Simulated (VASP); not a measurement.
Runs of VASP 6.6.1 on LiBr. The structure is cubic, space group Fm-3m (No. 225). Conventional cell: a = 5.501 Å, b = 5.501 Å, c = 5.501 Å, α = 90.00°, β = 90.00°, γ = 90.00°. Li (site symmetry m-3m) has 6 Br at 2.75 Å within 3.6 Å. Within 3.6 Å of Br (site symmetry m-3m) lie 6 Li at 2.75 Å. 

```csv
task,cell,k mesh,cutoff (eV),smearing,gap on the mesh (eV),pressure (GPa)
electric field gradients,as given,9 × 9 × 9,650,fermi-dirac 0.02 eV,4.95,0.1
relaxation of the atoms,atoms relaxed,9 × 9 × 9,650,fermi-dirac 0.02 eV,4.95,0.1
electric field gradients,as given,"9 × 9 × 9, shifted",650,gaussian 0.001 eV,(a),0.1
single point,as given,9 × 9 × 9,750,fermi-dirac 0.02 eV,4.94,0.1
```

Alike in all rows: level PBE; potentials or basis VASP PAW PBE potentials, release 64 (Li_sv, Br); no spin polarisation.

Q: Fill in the values left out.

A: (a) 5.07.

Caveats: an odd mesh through Γ misses points on the zone boundary, where band edges can lie (at least some runs); the relaxation stopped at its first step, so nothing moved (at least some runs); a shifted mesh leaves out Γ, where band edges can lie (at least some runs).

A k mesh can miss the band edges, and the runs leave out spin-orbit coupling on Br.
